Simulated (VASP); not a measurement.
Wanted: the native input for a VASP 6.6.1 run.

| Item | Value |
| --- | --- |
| Task | single point |
| Functional | PBE |
| Potentials or basis | VASP PAW PBE potentials, release 64 (Hf_pv, N) |
| Cutoff | 520 eV |
| k mesh | 18 × 18 × 18 |
| Occupations | gaussian, width 0.15 eV |
| Spin | no spin polarisation |
| Dipole correction | no |
| Further INCAR settings | ALGO = Normal; EDIFF = 1e-06; NBANDS = 14 |

The structure of HfN lies in POSCAR:

```
HfN
1.0
    0.0000000000      2.2590000000      2.1912300000
    2.2590000000      0.0000000000      2.1912300000
    2.2590000000      2.2590000000      0.0000000000
Hf N
1 1
Direct
    0.0000000000      0.0000000000      0.0000000000
    0.5000000000      0.5000000000      0.5000000000
```

This cell differs from its parent crystal: strain +0.000 along x and y, -0.030 along z.

The input as run:

INCAR

```
  PREC = Accurate
  ENCUT = 520
  EDIFF = 1E-6
  ISMEAR = 0
  SIGMA = 0.15
  LREAL = False
  LASPH = True
  NELM = 100
  ALGO = Normal
  ISIF = 2
  LWAVE = False
  LCHARG = False
  GGA = PE
  NBANDS = 14
```

KPOINTS

```
regular mesh
0
Gamma
  18 18 18
```

Potentials or basis: VASP PAW PBE potentials, release 64 (Hf_pv, N).

Command:

```bash
$ cat potpaw_PBE.64/Hf_pv/POTCAR potpaw_PBE.64/N/POTCAR > POTCAR
$ mpirun -np 1 vasp_std > vasp.out
```

It gave:

The pressure is 12.9 GPa and the band gap on the k mesh is zero (an odd number of electrons rules out a gap without spin polarisation).

Caveat: the cell differs from its parent crystal (strain +0.000 along x and y, -0.030 along z); the stress differs along the axes, from 7 to 25 GPa; spin-orbit coupling is left out, which moves the levels of the heavy elements.

It took 2.4 min on 1 thread of Intel Xeon 8259CL (shared host), peak memory 0.27 GiB.
